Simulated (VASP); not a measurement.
# CdS (P6_3mc) in VASP: further runs

Runs on CdS. Level: PBE. Tasks: single point, relaxation of cell and atoms.

Program: VASP 6.6.1. These are calculated values, not measurements. Logs are shortened: lines on timing, memory, paths and dates and some standing lists are left out, and cuts for length are marked.

## 1. The cell of the first run

The structure is hexagonal, space group P6_3mc (No. 186). The conventional cell has a = 4.197 Å, b = 4.197 Å, c = 6.831 Å, α = 90.00°, β = 90.00°, γ = 120.00°. Cd (site symmetry 3m) has 4 S at 2.57 Å within 3.4 Å. S (site symmetry 3m) has 4 Cd at 2.57 Å within 3.4 Å.

## 2. Single point, PBE

Contents of INCAR:

```
PREC = Accurate
ENCUT = 520
EDIFF = 1E-7
ISMEAR = 0
SIGMA = 0.02
LREAL = F
LASPH = T
NELM = 100
ALGO = Normal
ISIF = 2
LWAVE = F
LCHARG = F
GGA = PE
NBANDS = 26
```

Contents of KPOINTS:

```
Automatic mesh
0
Gamma
  9 9 4
```

Contents of POSCAR:

```
CdS
1.0
    4.1969733342      0.0000000000      0.0000000000
   -2.0984866671      3.6346855264      0.0000000000
    0.0000000000      0.0000000000      6.8314511238
Cd S
2 2
Direct
    0.6666666667      0.3333333333      0.5002641353
    0.3333333333      0.6666666667      0.0002641353
    0.6666666667      0.3333333333      0.8767358647
    0.3333333333      0.6666666667      0.3767358647
```

Potentials or basis: VASP PAW PBE potentials, release 64 (Cd, S).

Started as:

```
> cat potpaw_PBE.64/Cd/POTCAR potpaw_PBE.64/S/POTCAR > POTCAR
> mpirun -np 1 vasp_std > vasp.out
```

OUTCAR:

```text
PREC = Accurate
   ENCUT = 520
   EDIFF = 1E-7
   ISMEAR = 0
   LREAL = F
   LASPH = T
   NELM = 100
   ISIF = 2
   GGA = PE

 ion  position               nearest neighbor table
   1  0.667  0.333  0.500-   4 2.57   4 2.57   4 2.57   3 2.57
   2  0.333  0.667  0.000-   3 2.57   3 2.57   3 2.57   4 2.57
   3  0.667  0.333  0.877-   2 2.57   2 2.57   2 2.57   1 2.57
   4  0.333  0.667  0.377-   1 2.57   1 2.57   1 2.57   2 2.57

  LATTYP: Found a hexagonal cell.
 ALAT       =     4.1969733342
 C/A-ratio  =     1.6277089654

  Lattice vectors:

 A1 = (   4.1969733342,   0.0000000000,   0.0000000000)
 A2 = (  -2.0984866671,   3.6346855264,   0.0000000000)
 A3 = (   0.0000000000,   0.0000000000,   6.8314511238)

Analysis of symmetry for initial positions (statically):
=====================================================================
 Subroutine PRICEL returns:
 Original cell was already a primitive cell.

 Routine SETGRP: Setting up the symmetry group for a
 hexagonal supercell.

 Subroutine GETGRP returns: Found 12 space group operations
 (whereof  6 operations were pure point group operations)
 out of a pool of 24 trial point group operations.

The static configuration has the point symmetry C_3v.
 The point group associated with its full space group is C_6v.

Analysis of symmetry for dynamics (positions and initial velocities):
=====================================================================
 Subroutine PRICEL returns:
 Original cell was already a primitive cell.

 Routine SETGRP: Setting up the symmetry group for a
 hexagonal supercell.

 Subroutine GETGRP returns: Found 12 space group operations
 (whereof  6 operations were pure point group operations)
 out of a pool of 24 trial point group operations.

The dynamic configuration has the point symmetry C_3v.
 The point group associated with its full space group is C_6v.

 Subroutine INISYM returns: Found 12 space group operations
 (whereof  6 operations are pure point group operations),
 and found     1 'primitive' translations

----------------------------------------------------------------------------------------

                                     Primitive cell

  volume of cell :     104.2116

  direct lattice vectors                    reciprocal lattice vectors
     4.196973334  0.000000000  0.000000000     0.238266942  0.137563483  0.000000000
    -2.098486667  3.634685526  0.000000000     0.000000000  0.275126966  0.000000000
     0.000000000  0.000000000  6.831451124     0.000000000  0.000000000  0.146381784

[... 88 lines left out ...]
   LREAL  =      F    real-space projection
   EDIFFG = 0.1E-05   stopping-criterion for IOM
   NSW    =      0    number of steps for IOM
   IBRION =     -1    ionic relax: 0-MD 1-quasi-New 2-CG
   NFREE  =      0    steps in history (QN), initial steepest desc. (CG)
   ISIF   =      2    stress and relaxation
   ISYM   =      2    0-nonsym 1-usesym 2-fastsym
   POTIM  = 0.5000    time-step for ionic-motion
   TEBEG  =    0.0;   TEEND  =   0.0 temperature during run
   PSTRESS=    0.0 pullay stress
   NELECT =      36.0000    total number of electrons
   NUPDOWN=      -1.0000    fix difference up-down
   EMIN   =  10.00;   EMAX   =-10.00  energy-range for DOS
   EFERMI =   0.00;   METHOD = LEGACY
   ISMEAR =     0;   SIGMA  =   0.02  broadening in eV -4-tet -1-fermi 0-gaus
   EFERMI_NEDOS =   21; number of points for ismear=-14 and -15
   IALGO  =     38    algorithm
   IMIX   =      4    mixing-type and parameters
     AMIX     =   0.40;   BMIX     =  1.00
     AMIX_MAG =   1.60;   BMIX_MAG =  1.00
  volume/ion in A,a.u.               =      26.05       175.81
  Fermi-wavevector in a.u.,A,eV,Ry     =   1.148692  2.170713 17.952802  1.319494
  Thomas-Fermi vector in A             =   2.285366
   LORBIT       =      0    0 simple, 1 ext, 2 COOP (PROOUT), +10 PAW based schemes
   GGA     = PE    functional components
   LHFCALC =     F    Hartree Fock is set to
   AEXX    =    0.0000 exact exchange contribution
   IVDW    =     0    specifies the selected vdW correction
   LEPSILON=     F    determine dielectric tensor
   LRPA    =     F    only Hartree local field effects (RPA)
 non-spin polarized calculation
 Gauss-broadening in eV      SIGMA  =   0.02
  energy-cutoff  :      520.00
  volume of cell :      104.21
 maximum number of plane-waves:      2838
 NGX is ok and might be reduce to    32
   NGX = 15   NGY = 15   NGZ = 25

 number of electron      36.0000000 magnetization

 Free energy of the ion-electron system (eV)
  ---------------------------------------------------
  ext. energy  EPLUGINS =         0.00000000
  ---------------------------------------------------
  free energy    TOTEN  =       -12.29961788 eV

  energy without entropy =      -12.29961788  energy(sigma->0) =      -12.29961788

 E-fermi :   1.0037     XC(G=0):  -8.9165

 val. band max:        0.9066817467   @ k =   0.0000   0.0000   0.0000
 cond. band min:       2.0181665978   @ k =   0.0000   0.0000   0.0000
 fundamental gap:      1.1114848511
 Fermi energy:         1.0037355804

 k-point     1 :       0.0000    0.0000    0.0000
  band No.  band energies     occupation
      1     -11.1786      2.00000
      2     -10.7916      2.00000
      3      -6.6399      2.00000
      4      -6.6339      2.00000
      5      -6.6339      2.00000
      6      -6.5596      2.00000
[... 685 lines left out ...]
     25      10.1618      0.00000
     26      10.2004      0.00000

 [... further k-points ...]

------------------------ aborting loop because EDIFF is reached ----------------------------------------

  FORCE on cell =-STRESS in cart. coord.  units (eV):
  Direction    XX          YY          ZZ          XY          YZ          ZX
  --------------------------------------------------------------------------------------
  -------------------------------------------------------------------------------------
  Total        0.1678702      0.1678702      0.1665699      0.0000000     -0.0000000      0.0000000
  in kB        2.5808827      2.5808827      2.5608914      0.0000000     -0.0000000      0.0000000
  external PRESSURE =       2.5742189 kB  Pullay stress =       0.0000000 kB

 VOLUME and BASIS-vectors are now :
 -----------------------------------------------------------------------------
  energy-cutoff  :      520.00
  volume of cell :      104.21
      direct lattice vectors                 reciprocal lattice vectors
     4.196973334  0.000000000  0.000000000     0.238266942  0.137563483  0.000000000
    -2.098486667  3.634685526  0.000000000     0.000000000  0.275126966  0.000000000
     0.000000000  0.000000000  6.831451124     0.000000000  0.000000000  0.146381784

 POSITION                                       TOTAL-FORCE (eV/Angst)
 -----------------------------------------------------------------------------------
      2.09849      1.21156      3.41753        -0.000000     -0.000000     -0.000904
     -0.00000      2.42312      0.00180         0.000000      0.000000     -0.000904
      2.09849      1.21156      5.98938         0.000000     -0.000000      0.000904
     -0.00000      2.42312      2.57365        -0.000000      0.000000      0.000904
 -----------------------------------------------------------------------------------
    total drift:                               -0.000000     -0.000000     -0.000255

  FREE ENERGIE OF THE ION-ELECTRON SYSTEM (eV)
  ---------------------------------------------------
  free  energy   TOTEN  =       -12.2996178760 eV

  energy  without entropy=      -12.2996178760  energy(sigma->0) =      -12.29961788
```

OSZICAR:

```text
N       E                     dE             d eps       ncg     rms          rms(c)
DAV:   1     0.245769617381E+03    0.24577E+03   -0.17378E+04  1872   0.126E+03
DAV:   2     0.817235539968E+00   -0.24495E+03   -0.23656E+03  2030   0.316E+02
DAV:   3    -0.132444875642E+02   -0.14062E+02   -0.13965E+02  2244   0.746E+01
DAV:   4    -0.133993218011E+02   -0.15483E+00   -0.15470E+00  2078   0.756E+00
DAV:   5    -0.134016484427E+02   -0.23266E-02   -0.23265E-02  2228   0.939E-01    0.103E+01
DAV:   6    -0.123204549771E+02    0.10812E+01   -0.19478E+00  2444   0.138E+01    0.831E+00
DAV:   7    -0.123019209643E+02    0.18534E-01   -0.66316E-01  1950   0.432E+00    0.396E+00
DAV:   8    -0.123005756031E+02    0.13454E-02   -0.73275E-02  2040   0.264E+00    0.471E-01
DAV:   9    -0.122991567253E+02    0.14189E-02   -0.13047E-02  2068   0.136E+00    0.133E-01
DAV:  10    -0.122994602317E+02   -0.30351E-03   -0.11661E-03  2000   0.314E-01    0.120E-01
DAV:  11    -0.122996219844E+02   -0.16175E-03   -0.25489E-04  2078   0.106E-01    0.808E-02
DAV:  12    -0.122996167818E+02    0.52025E-05   -0.12682E-04  1974   0.781E-02    0.149E-02
DAV:  13    -0.122996171998E+02   -0.41799E-06   -0.16418E-05  2180   0.267E-02    0.903E-03
DAV:  14    -0.122996181030E+02   -0.90318E-06   -0.23283E-06  1932   0.123E-02    0.644E-03
DAV:  15    -0.122996179141E+02    0.18888E-06   -0.28170E-07  1974   0.298E-03    0.324E-03
DAV:  16    -0.122996178760E+02    0.38072E-07   -0.46132E-08  1340   0.145E-03
   1 F= -.12299618E+02 E0= -.12299618E+02  d E =-.412946E-14
```

stdout:

```text
POSCAR found type information on POSCAR CdS
 POSCAR found :  2 types and       4 ions
 scaLAPACK will be used
 LDA part: xc-table for (Slater+PW92), standard interpolation
 POSCAR, INCAR and KPOINTS ok, starting setup
 FFT: planning ... GRIDC
 FFT: planning ... GRID_SOFT
 FFT: planning ... GRID
 WAVECAR not read
 entering main loop
```

Wall time 83 s (1 thread of Intel Xeon Platinum 8259CL at 2.50GHz (Skylake/Cascade Lake), shared host); peak memory 0.26 GiB.

What came out:

- Free energy: -12.2996 eV
- Pressure: 0.3 GPa
- Band gap on the k mesh: 1.11 eV, direct

Expect the measured gap to be larger: semilocal functionals such as PBE lack the derivative discontinuity.

## 3. Relaxation of cell and atoms, PBE

This run uses another cell than the first one, of 25.51 Å³/atom, 0.979 times its volume.

Contents of INCAR:

```
SYSTEM = CdS
PREC = Accurate
ENCUT = 600
EDIFF = 1E-7
ISMEAR = 0
SIGMA = 0.02
LREAL = .FALSE.
LASPH = .TRUE.
NELM = 100
ALGO = Normal
ISIF = 3
LWAVE = .FALSE.
LCHARG = .FALSE.
GGA = PE
IBRION = 2
NSW = 100
EDIFFG = -0.005
```

Contents of KPOINTS:

```
Automatic mesh
0
G
  9 9 4
  0 0 0
```

Contents of POSCAR:

```
CdS
1.0
    4.1688380995      0.0000000000      0.0000000000
   -2.0844190498      3.6103196984      0.0000000000
    0.0000000000      0.0000000000      6.7796174100
Cd S
2 2
Direct
    0.6666666700      0.3333333300      0.5002243700
    0.3333333300      0.6666666700      0.0002243700
    0.6666666700      0.3333333300      0.8767756300
    0.3333333300      0.6666666700      0.3767756300
```

Potentials or basis: VASP PAW PBE potentials, release 64 (Cd, S).

Started as:

```
> cat potpaw_PBE.64/Cd/POTCAR potpaw_PBE.64/S/POTCAR > POTCAR
> mpirun -np 1 vasp_std > vasp.out
```

OUTCAR:

```text
SYSTEM = CdS
   PREC = Accurate
   ENCUT = 600
   EDIFF = 1E-7
   ISMEAR = 0
   LREAL = .FALSE.
   LASPH = .TRUE.
   NELM = 100
   ISIF = 3
   GGA = PE
   IBRION = 2
   NSW = 100
   EDIFFG = -0.005

 ion  position               nearest neighbor table
   1  0.667  0.333  0.500-   4 2.55   4 2.55   4 2.55   3 2.55
   2  0.333  0.667  0.000-   3 2.55   3 2.55   3 2.55   4 2.55
   3  0.667  0.333  0.877-   2 2.55   2 2.55   2 2.55   1 2.55
   4  0.333  0.667  0.377-   1 2.55   1 2.55   1 2.55   2 2.55

  LATTYP: Found a hexagonal cell.
 ALAT       =     4.1688380995
 C/A-ratio  =     1.6262606626

  Lattice vectors:

 A1 = (   4.1688380995,   0.0000000000,   0.0000000000)
 A2 = (  -2.0844190498,   3.6103196984,   0.0000000000)
 A3 = (   0.0000000000,   0.0000000000,   6.7796174100)

Analysis of symmetry for initial positions (statically):
=====================================================================
 Subroutine PRICEL returns:
 Original cell was already a primitive cell.

 Routine SETGRP: Setting up the symmetry group for a
 hexagonal supercell.

 Subroutine GETGRP returns: Found 12 space group operations
 (whereof  6 operations were pure point group operations)
 out of a pool of 24 trial point group operations.

The static configuration has the point symmetry C_3v.
 The point group associated with its full space group is C_6v.

Analysis of symmetry for dynamics (positions and initial velocities):
=====================================================================
 Subroutine PRICEL returns:
 Original cell was already a primitive cell.

 Routine SETGRP: Setting up the symmetry group for a
 hexagonal supercell.

 Subroutine GETGRP returns: Found 12 space group operations
 (whereof  6 operations were pure point group operations)
 out of a pool of 24 trial point group operations.

[... 130 lines left out ...]
   GGA     = PE    functional components
   LHFCALC =     F    Hartree Fock is set to
   AEXX    =    0.0000 exact exchange contribution
   IVDW    =     0    specifies the selected vdW correction
   LEPSILON=     F    determine dielectric tensor
   LRPA    =     F    only Hartree local field effects (RPA)
 conjugate gradient relaxation of ions
 non-spin polarized calculation
 Gauss-broadening in eV      SIGMA  =   0.02
  energy-cutoff  :      600.00
  volume of cell :      102.04
 maximum number of plane-waves:      3426
 NGX is ok and might be reduce to    36
   NGX = 17   NGY = 17   NGZ = 27

--------------------------------------- Ionic step        1  -------------------------------------------

 number of electron      36.0000009 magnetization

 Free energy of the ion-electron system (eV)
  ---------------------------------------------------
  ext. energy  EPLUGINS =         0.00000000
  ---------------------------------------------------
  free energy    TOTEN  =       -12.28758636 eV

  energy without entropy =      -12.28758636  energy(sigma->0) =      -12.28758636

------------------------ aborting loop because EDIFF is reached ----------------------------------------

  FORCE on cell =-STRESS in cart. coord.  units (eV):
  Direction    XX          YY          ZZ          XY          YZ          ZX
  --------------------------------------------------------------------------------------
  -------------------------------------------------------------------------------------
  Total        0.8958073      0.8958073      0.9382928     -0.0000000      0.0000000      0.0000000
  in kB       14.0656336     14.0656336     14.7327257     -0.0000000      0.0000000      0.0000000
  external PRESSURE =      14.2879976 kB  Pullay stress =       0.0000000 kB
[... 63 lines left out ...]
--------------------------------------- Ionic step        3  -------------------------------------------

 number of electron      36.0000002 magnetization

 Free energy of the ion-electron system (eV)
  ---------------------------------------------------
  ext. energy  EPLUGINS =         0.00000000
  ---------------------------------------------------
  free energy    TOTEN  =       -12.29894354 eV

  energy without entropy =      -12.29894354  energy(sigma->0) =      -12.29894354

 E-fermi :   0.9948     XC(G=0):  -8.8973

 val. band max:        0.8726868542   @ k =   0.0000   0.0000   0.0000
 cond. band min:       1.9750887925   @ k =   0.0000   0.0000   0.0000
 fundamental gap:      1.1024019383
 Fermi energy:         0.9947966682

 k-point     1 :       0.0000    0.0000    0.0000
  band No.  band energies     occupation
      1     -11.1884      2.00000
      2     -10.8049      2.00000
      3      -6.6613      2.00000
      4      -6.6557      2.00000
      5      -6.6557      2.00000
      6      -6.5823      2.00000
[... 589 lines left out ...]
     21       6.0457      0.00000
     22       7.5449      0.00000

 [... further k-points ...]

------------------------ aborting loop because EDIFF is reached ----------------------------------------

  FORCE on cell =-STRESS in cart. coord.  units (eV):
  Direction    XX          YY          ZZ          XY          YZ          ZX
  --------------------------------------------------------------------------------------
  -------------------------------------------------------------------------------------
  Total       -0.0007909     -0.0007909      0.0130206      0.0000000     -0.0000000      0.0000000
  in kB       -0.0121093     -0.0121093      0.1993511      0.0000000     -0.0000000      0.0000000
  external PRESSURE =       0.0583775 kB  Pullay stress =       0.0000000 kB
[... 19 lines left out ...]
  FREE ENERGIE OF THE ION-ELECTRON SYSTEM (eV)
  ---------------------------------------------------
  free  energy   TOTEN  =       -12.2989435370 eV

  energy  without entropy=      -12.2989435370  energy(sigma->0) =      -12.29894354

 reached required accuracy - stopping structural energy minimisation
```

OSZICAR:

```text
N       E                     dE             d eps       ncg     rms          rms(c)
DAV:   1     0.268798499105E+03    0.26880E+03   -0.19206E+04  1584   0.168E+03
DAV:   2     0.263252477335E+01   -0.26617E+03   -0.26012E+03  1752   0.378E+02
DAV:   3    -0.131870856070E+02   -0.15820E+02   -0.15747E+02  1914   0.899E+01
[... 31 lines left out ...]
DAV:   5    -0.122989392312E+02    0.40254E-04   -0.19557E-04  1944   0.160E-01    0.244E-02
DAV:   6    -0.122989440648E+02   -0.48336E-05   -0.19027E-05  1614   0.430E-02    0.840E-03
DAV:   7    -0.122989439468E+02    0.11802E-06   -0.15226E-07  1368   0.307E-03    0.566E-03
DAV:   8    -0.122989435042E+02    0.44261E-06   -0.42799E-07  1558   0.338E-03    0.196E-03
DAV:   9    -0.122989435370E+02   -0.32857E-07   -0.30659E-08   918   0.130E-03
   3 F= -.12298944E+02 E0= -.12298944E+02  d E =-.113572E-01
```

Wall time 3.4 min (1 thread of Intel Xeon Platinum 8259CL at 2.50GHz (Skylake/Cascade Lake), shared host); peak memory 0.31 GiB.

Results:

```yaml
Free_energy: -12.2989 eV
Relaxed_volume: 26.16 Å³/atom
Relaxed_cell: a = 4.204 Å, b = 4.204 Å, c = 6.839 Å, α = 90.00°, β = 90.00°, γ = 120.00°
Space_group_after_relaxing_to_0.05_Å: P6_3mc (No. 186)
Energy_gained_by_relaxing: 2.8 meV/atom
Ionic_steps: 3
Pressure_after_relaxing: 0.0 GPa
Band_gap_on_the_k_mesh: 1.10 eV, direct
```

The path:
```
step  energy change (eV)  largest force (eV/Å)  pressure (GPa)  volume (Å³)
   1              0.0000                0.0036            1.43       102.04
   2             -0.0104                0.0003           -0.39       105.44
   3             -0.0114                0.0009            0.01       104.65
```

Final structure:
```
Cd S
1.0
     4.20350    0.00000    0.00000
    -2.10175    3.64034    0.00000
     0.00000    0.00000    6.83866
Cd S
2 2
Direct
  0.66667 0.33333 0.50020
  0.33333 0.66667 0.00020
  0.66667 0.33333 0.87680
  0.33333 0.66667 0.37680
```

Levels at points of the mesh, in eV from the valence-band top:
```
           k point  band 14  band 15  band 16  band 17  band 18  band 19  band 20  band 21  band 22
(0.00, 0.00, 0.00)    -0.69    -0.69    -0.04     0.00     0.00     1.10     2.73     6.48     6.48
(0.00, 0.00, 0.50)    -2.35    -0.36    -0.36    -0.36    -0.36     2.75     2.75     6.13     6.13
```

A hybrid or GW would open this gap; PBE tends to underestimate it.

(Part 1 of 2 ends here.)
